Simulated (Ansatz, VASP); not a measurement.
## GaAs in VASP and in Ansatz

The input INCAR:

```
SYSTEM = GaAs
PREC = Accurate ; ENCUT = 520
EDIFF = 1E-8 ; ISMEAR = -1
SIGMA = 0.05 ; LREAL = .False.
LASPH = .True. ; NELM = 60
ALGO = Normal ; ISIF = 2
LWAVE = .False. ; LCHARG = .False.
GGA = PE ; LEFG = .True.
NBANDS = 16
```

The input KPOINTS:

```
regular mesh
0
Gamma
  11 11 11
  0 0 0
```

File POSCAR:

```
GaAs
1.0
    0.0000000000      2.8268500000      2.7420445000
    2.8268500000      0.0000000000      2.7420445000
    2.8268500000      2.8268500000      0.0000000000
Ga As
1 1
Direct
    0.0000000000      0.0000000000      0.0000000000
    0.7500000000      0.7500000000      0.7500000000
```

Input for Ansatz:

```yaml
crystal:
  lattice:
    - [0.0, 2.82685, 2.7420445]
    - [2.82685, 0.0, 2.7420445]
    - [2.82685, 2.82685, 0.0]
  atoms:
    - { symbol: Ga, position: [0.0, 0.0, 0.0] }
    - { symbol: As, position: [0.75, 0.75, 0.75] }
kpoints:
  mp_grid: { grid: [11, 11, 11] }
scf:
  occupations: { method: fermi_dirac, width: 0.05 }
hamiltonian:
  xc: pbe
  pseudopotentials: { kind: all_electron, datasets: crystal }
output:
  forces: true
  stress: true
  eigenvalues: true
  efg: { contact_densities: true }
```

Change from the starting cell: zz strain of -3 %, crystal datasets.

Alike in both runs: task electric field gradients; functional PBE; k mesh 11 × 11 × 11; occupations fermi-dirac, width 0.05 eV; no spin polarisation.

|  | VASP | Ansatz |
| --- | --- | --- |
| version | VASP 6.6.1 | Ansatz 0.2.0 |
| potentials or method | VASP PAW PBE potentials, release 64 (Ga_d, As), cutoff 520 eV | all-electron PAW with datasets made for the crystal, scalar-relativistic |

|  | VASP | Ansatz | Ansatz less VASP |
| --- | --- | --- | --- |
| pressure (GPa) | 6.0 | 5.7 | -0.22 |
| traceless stress, the component that is largest in VASP (GPa) | 1.12 | 1.12 | +0.004 |
| size of Vzz on the site where it differs most (V/Å²) | 5.0 | 5.9 | +0.83 |

Ansatz ran all-electron here, and VASP with PAW potentials.
